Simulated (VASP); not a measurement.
Wanted: the native input for a VASP 6.6.1 run.

```yaml
Task: single point
Functional: LDA
Potentials_or_basis: VASP PAW LDA potentials, release 64 (Hg, La)
Cutoff: 500 eV
k_mesh: 4 × 4 × 4
Occupations: tetrahedron
Spin: no spin polarisation
Dipole_correction: no
Further_INCAR_settings: ALGO = Normal; EDIFF = 1e-06; NBANDS = 43
```

The structure of La2Hg lies in POSCAR:

```
La2Hg
1.0
    0.0000000000      0.0000000000      6.0376210000
    3.9364220000     -3.9364220000      3.0188100000
    3.9364220000      3.9364220000     -3.0188100000
Hg La
2 4
Direct
    0.2500000000      0.0000000000      0.0000000000
    0.7500000000      0.0000000000      0.0000000000
    0.6580000000      0.5000000000      0.8160000000
    0.1580000000      0.1840000000      0.5000000000
    0.3420000000      0.5000000000      0.1840000000
    0.8420000000      0.8160000000      0.5000000000
```

The input as run:

INCAR

```
SYSTEM = La2Hg
PREC = Accurate
ENCUT = 500
EDIFF = 1E-6
ISMEAR = -5
SIGMA = 0.1
LREAL = .FALSE.
LASPH = .TRUE.
NELM = 200
ALGO = Normal
ISIF = 2
LWAVE = .FALSE.
LCHARG = .FALSE.
NBANDS = 43
GGA_COMPAT = .FALSE.
LMAXMIX = 6
```

KPOINTS

```
regular mesh
0
G
  4 4 4
  0 0 0
```

Potentials or basis: VASP PAW LDA potentials, release 64 (Hg, La).

Run with:

```console
$ cat potpaw_LDA.64/Hg/POTCAR potpaw_LDA.64/La/POTCAR > POTCAR
$ mpirun -np 1 vasp_std > vasp.out
```

It gave:

```yaml
Pressure: -2.7 GPa
Largest_force: 0.046 eV/Å
Band_gap_on_the_k_mesh: zero (bands 34 and 35 overlap by 0.48 eV)
```

Caveat: spin-orbit coupling is left out, which moves the levels of the heavy elements; tetrahedron occupations give inexact forces and stress in metals.

It took 2.7 min on 1 thread of Intel(R) Xeon(R) Platinum 8259CL CPU @ 2.50GHz (Skylake/Cascade Lake) (shared host), peak memory 0.3 GiB.
